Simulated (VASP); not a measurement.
# ZnSe (CsCl type) (Pm-3m) in VASP: further runs

Runs on ZnSe (CsCl type). Level: PBE. Tasks: single point.

All numbers are computed with VASP 6.6.1; they aren't measurements. Logs are shortened: lines on timing, memory, paths and dates and some standing lists are left out, and cuts for length are marked.

### 1 The cell of the first run

The structure is cubic, space group Pm-3m (No. 221). Conventional cell: a = 3.266 Å, b = 3.266 Å, c = 3.266 Å, α = 90.00°, β = 90.00°, γ = 90.00°. Within 3.7 Å of Zn (site symmetry m-3m) lie 8 Se at 2.83 Å and 6 Zn at 3.27 Å. Within 3.7 Å of Se (site symmetry m-3m) lie 8 Zn at 2.83 Å and 6 Se at 3.27 Å.

### 2 Single point, PBE

The input, INCAR:

```
PREC     = Accurate       # precision mode
ENCUT    = 520            # plane-wave cutoff, eV
EDIFF    = 1E-6           # SCF threshold, eV
ISMEAR   = -1             # smearing method
SIGMA    = 0.05           # smearing width, eV
LREAL    = F              # projectors in reciprocal space
LASPH    = T              # aspherical terms in the spheres
NELM     = 60             # most SCF steps
ALGO     = Normal         # electronic algorithm
ISIF     = 2              # what is computed and relaxed
LWAVE    = F              # write WAVECAR
LCHARG   = T              # write CHGCAR
GGA      = PE             # functional
LELF     = T              # ELF
LVHAR    = T            
NBANDS   = 16             # bands
```

The input, KPOINTS:

```
regular mesh
0
Gamma
  14 14 14
```

The input, POSCAR:

```
ZnSe
1.0
    3.2661909776      0.0000000000      0.0000000000
    0.0000000000      3.2661909776      0.0000000000
    0.0000000000      0.0000000000      3.2661909776
Zn Se
1 1
Direct
    0.0000000000      0.0000000000      0.0000000000
    0.5000000000      0.5000000000      0.5000000000
```

Potentials or basis: VASP PAW PBE potentials, release 64 (Zn, Se).

The run is started by

```bash
$ cat potpaw_PBE.64/Zn/POTCAR potpaw_PBE.64/Se/POTCAR > POTCAR
$ mpirun -np 1 vasp_std > vasp.out
```

OUTCAR:

```text
PREC = Accurate
   ENCUT = 520
   EDIFF = 1E-6
   ISMEAR = -1
   LREAL = F
   LASPH = T
   NELM = 60
   ISIF = 2
   GGA = PE

 ion  position               nearest neighbor table
   1  0.000  0.000  0.000-   2 2.83   2 2.83   2 2.83   2 2.83   2 2.83   2 2.83   2 2.83   2 2.83

   2  0.500  0.500  0.500-   1 2.83   1 2.83   1 2.83   1 2.83   1 2.83   1 2.83   1 2.83   1 2.83

  LATTYP: Found a simple cubic cell.
 ALAT       =     3.2661909776

  Lattice vectors:

 A1 = (   3.2661909776,   0.0000000000,   0.0000000000)
 A2 = (   0.0000000000,   3.2661909776,   0.0000000000)
 A3 = (   0.0000000000,   0.0000000000,   3.2661909776)

Analysis of symmetry for initial positions (statically):
=====================================================================
 Subroutine PRICEL returns:
 Original cell was already a primitive cell.

 Routine SETGRP: Setting up the symmetry group for a
 simple cubic supercell.

 Subroutine GETGRP returns: Found 48 space group operations
 (whereof 48 operations were pure point group operations)
 out of a pool of 48 trial point group operations.

The static configuration has the point symmetry O_h .

Analysis of symmetry for dynamics (positions and initial velocities):
=====================================================================
 Subroutine PRICEL returns:
 Original cell was already a primitive cell.

 Routine SETGRP: Setting up the symmetry group for a
 simple cubic supercell.

 Subroutine GETGRP returns: Found 48 space group operations
 (whereof 48 operations were pure point group operations)
 out of a pool of 48 trial point group operations.

The dynamic configuration has the point symmetry O_h .

 Subroutine INISYM returns: Found 48 space group operations
 (whereof 48 operations are pure point group operations),
 and found     1 'primitive' translations

----------------------------------------------------------------------------------------

                                     Primitive cell

  volume of cell :      34.8437

  direct lattice vectors                    reciprocal lattice vectors
     3.266190978  0.000000000  0.000000000     0.306167033  0.000000000  0.000000000
     0.000000000  3.266190978  0.000000000     0.000000000  0.306167033  0.000000000
     0.000000000  0.000000000  3.266190978     0.000000000  0.000000000  0.306167033
[... 74 lines left out ...]
 SYSTEM =  unknown system
   PREC   = accura    normal or accurate (medium, high low for compatibility)
   ISTART =      0    job   : 0-new  1-cont  2-samecut
   ICHARG =      2    charge: 1-file 2-atom 10-const
   ISPIN  =      1    spin polarized calculation?
   LNONCOLLINEAR =      F non collinear calculations
   LSORBIT =      F    spin-orbit coupling
   LASPH  =      T    aspherical Exc in radial PAW
   ENCUT  =  520.0 eV  38.22 Ry    6.18 a.u.   6.07  6.07  6.07*2*pi/ulx,y,z
   NELM   =     60;   NELMIN=  2; NELMDL= -5     # of ELM steps
   EDIFF  = 0.1E-05   stopping-criterion for ELM
   LREAL  =      F    real-space projection
   EDIFFG = 0.1E-04   stopping-criterion for IOM
   NSW    =      0    number of steps for IOM
   IBRION =     -1    ionic relax: 0-MD 1-quasi-New 2-CG
   NFREE  =      0    steps in history (QN), initial steepest desc. (CG)
   ISIF   =      2    stress and relaxation
   ISYM   =      2    0-nonsym 1-usesym 2-fastsym
   POTIM  = 0.5000    time-step for ionic-motion
   TEBEG  =    0.0;   TEEND  =   0.0 temperature during run
   PSTRESS=    0.0 pullay stress
   NELECT =      18.0000    total number of electrons
   NUPDOWN=      -1.0000    fix difference up-down
   EMIN   =  10.00;   EMAX   =-10.00  energy-range for DOS
   EFERMI =   0.00;   METHOD = LEGACY
   ISMEAR =    -1;   SIGMA  =   0.05  broadening in eV -4-tet -1-fermi 0-gaus
   EFERMI_NEDOS =   21; number of points for ismear=-14 and -15
   IALGO  =     38    algorithm
   IMIX   =      4    mixing-type and parameters
     AMIX     =   0.40;   BMIX     =  1.00
     AMIX_MAG =   1.60;   BMIX_MAG =  1.00
  volume/ion in A,a.u.               =      17.42       117.57
  Fermi-wavevector in a.u.,A,eV,Ry     =   1.313583  2.482311 23.476847  1.725500
  Thomas-Fermi vector in A             =   2.443895
   LORBIT       =      0    0 simple, 1 ext, 2 COOP (PROOUT), +10 PAW based schemes
   GGA     = PE    functional components
   LHFCALC =     F    Hartree Fock is set to
   AEXX    =    0.0000 exact exchange contribution
   IVDW    =     0    specifies the selected vdW correction
   LEPSILON=     F    determine dielectric tensor
   LRPA    =     F    only Hartree local field effects (RPA)
 non-spin polarized calculation
  energy-cutoff  :      520.00
  volume of cell :       34.84
 maximum number of plane-waves:       968
   NGX = 13   NGY = 13   NGZ = 13

 number of electron      17.9999995 magnetization

 Free energy of the ion-electron system (eV)
  ---------------------------------------------------
  ext. energy  EPLUGINS =         0.00000000
  ---------------------------------------------------
  free energy    TOTEN  =        -4.30087373 eV

  energy without entropy =       -4.29085709  energy(sigma->0) =       -4.29586541

 E-fermi :   4.6645     XC(G=0): -11.0617

 val. band max:        4.6340191749   @ k =   0.4286   0.2143   0.0714
 cond. band min:       4.6658129821   @ k =   0.5000   0.0714   0.0714
 fundamental gap:      0.0317938072
 Fermi energy:         4.6644753057

 k-point     1 :       0.0000    0.0000    0.0000
  band No.  band energies     occupation
      1     -10.3920      2.00000
      2      -2.6081      2.00000
      3      -2.6081      2.00000
      4      -2.2638      2.00000
      5      -2.2638      2.00000
      6      -2.2638      2.00000
[... 433 lines left out ...]
      3      -2.4859      2.00000
      4      -2.4140      2.00000
      5      -2.4061      2.00000
      6      -2.3034      2.00000
[... 8 lines left out ...]
     15      17.5950      0.00000
     16      18.6123      0.00000

 [... further k-points ...]
[... 5 lines left out ...]
  --------------------------------------------------------------------------------------
  -------------------------------------------------------------------------------------
  Total        1.3620256      1.3620256      1.3620256     -0.0000000     -0.0000000      0.0000000
  in kB       62.6283707     62.6283707     62.6283707     -0.0000000     -0.0000000      0.0000000
  external PRESSURE =      62.6283707 kB  Pullay stress =       0.0000000 kB

 VOLUME and BASIS-vectors are now :
 -----------------------------------------------------------------------------
  energy-cutoff  :      520.00
  volume of cell :       34.84
      direct lattice vectors                 reciprocal lattice vectors
     3.266190978  0.000000000  0.000000000     0.306167033  0.000000000  0.000000000
     0.000000000  3.266190978  0.000000000     0.000000000  0.306167033  0.000000000
     0.000000000  0.000000000  3.266190978     0.000000000  0.000000000  0.306167033

 POSITION                                       TOTAL-FORCE (eV/Angst)
 -----------------------------------------------------------------------------------
      0.00000      0.00000      0.00000         0.000000      0.000000      0.000000
      1.63310      1.63310      1.63310         0.000000      0.000000      0.000000
 -----------------------------------------------------------------------------------
    total drift:                                0.000000      0.000000      0.000000

  FREE ENERGIE OF THE ION-ELECTRON SYSTEM (eV)
  ---------------------------------------------------
  free  energy   TOTEN  =        -4.3008737292 eV

  energy  without entropy=       -4.2908570946  energy(sigma->0) =       -4.29586541
```

OSZICAR:

```text
N       E                     dE             d eps       ncg     rms          rms(c)
DAV:   1     0.838114094949E+02    0.83811E+02   -0.89035E+03  3848   0.139E+03
DAV:   2    -0.915286703309E-01   -0.83903E+02   -0.78980E+02  4464   0.260E+02
DAV:   3    -0.456075721531E+01   -0.44692E+01   -0.44194E+01  4720   0.566E+01
DAV:   4    -0.458826584690E+01   -0.27509E-01   -0.27506E-01  4512   0.453E+00
DAV:   5    -0.458836841646E+01   -0.10257E-03   -0.10257E-03  4824   0.278E-01    0.473E+00
DAV:   6    -0.431715217531E+01    0.27122E+00   -0.48459E-01  4920   0.218E+01    0.356E+00
DAV:   7    -0.430426736797E+01    0.12885E-01   -0.83699E-02  4448   0.416E+00    0.166E+00
DAV:   8    -0.430106167570E+01    0.32057E-02   -0.46113E-03  4832   0.875E-01    0.380E-01
DAV:   9    -0.430085988954E+01    0.20179E-03   -0.79455E-04  4504   0.243E-01    0.406E-02
DAV:  10    -0.430087260937E+01   -0.12720E-04   -0.35608E-05  4632   0.453E-02    0.148E-02
DAV:  11    -0.430087372431E+01   -0.11149E-05   -0.19888E-06  3744   0.202E-02    0.157E-03
DAV:  12    -0.430087372919E+01   -0.48794E-08   -0.72228E-07  2528   0.110E-02
   1 F= -.43008737E+01 E0= -.42958654E+01  d E =-.100166E-01
```

Run time: 20 s. Hardware: 1 thread of Intel Xeon Platinum 8488C (Sapphire Rapids), shared host; peak memory 0.19 GiB.

Results:

| Quantity | Value |
| --- | --- |
| Free energy | -4.3009 eV |
| Pressure | 6.3 GPa |
| Band gap on the k mesh | zero (bands 9 and 10 overlap by 1.74 eV) |

Caveat: the cell stands under pressure.

### 3 Single point, PBE

The input, INCAR:

```
SYSTEM = ZnSe
  ALGO = Normal
  EDIFF = 1E-7
  ENCUT = 520
  GGA = PE
  ISIF = 2
  ISMEAR = -1
  LASPH = .TRUE.
  LCHARG = .FALSE.
  LREAL = .FALSE.
  LWAVE = .FALSE.
  NBANDS = 16
  NELM = 60
  PREC = Accurate
  SIGMA = 0.05
```

The input, KPOINTS:

```
k-points
0
G
  14 14 14
  0 0 0
```

POSCAR is that of step 2.

Potentials or basis: VASP PAW PBE potentials, release 64 (Zn, Se).

The run is started by

```bash
$ cat potpaw_PBE.64/Zn/POTCAR potpaw_PBE.64/Se/POTCAR > POTCAR
$ mpirun -np 1 vasp_std > vasp.out
```

Run time: 21 s. Hardware: 1 thread of Intel Xeon Platinum 8488C (Sapphire Rapids), shared host; peak memory 0.18 GiB.

It converged, with:

| Quantity | Value |
| --- | --- |
| Free energy | -4.3009 eV |
| Pressure | 6.3 GPa |
| Band gap on the k mesh | zero (bands 9 and 10 overlap by 1.74 eV) |

Levels at points of the mesh, in eV from the Fermi level:
```
           k point  band 5  band 6  band 7  band 8  band 9  band 10  band 11  band 12  band 13  band 14
(0.00, 0.00, 0.00)   -6.93   -6.93   -1.29   -1.29   -1.29    -0.99     5.70     5.70    11.69    11.69
(0.50, 0.00, 0.00)   -7.14   -6.91   -6.42    0.31    0.31     3.40     4.66     6.64     6.64     7.38
(0.50, 0.50, 0.00)   -6.80   -6.75   -5.57   -5.57   -2.27     0.76     8.15     8.15     8.87    10.14
(0.50, 0.50, 0.50)   -6.79   -6.79   -2.85   -2.85   -2.85     0.81     0.81     0.81     1.27    20.10
```

Caveat: the cell stands under pressure.
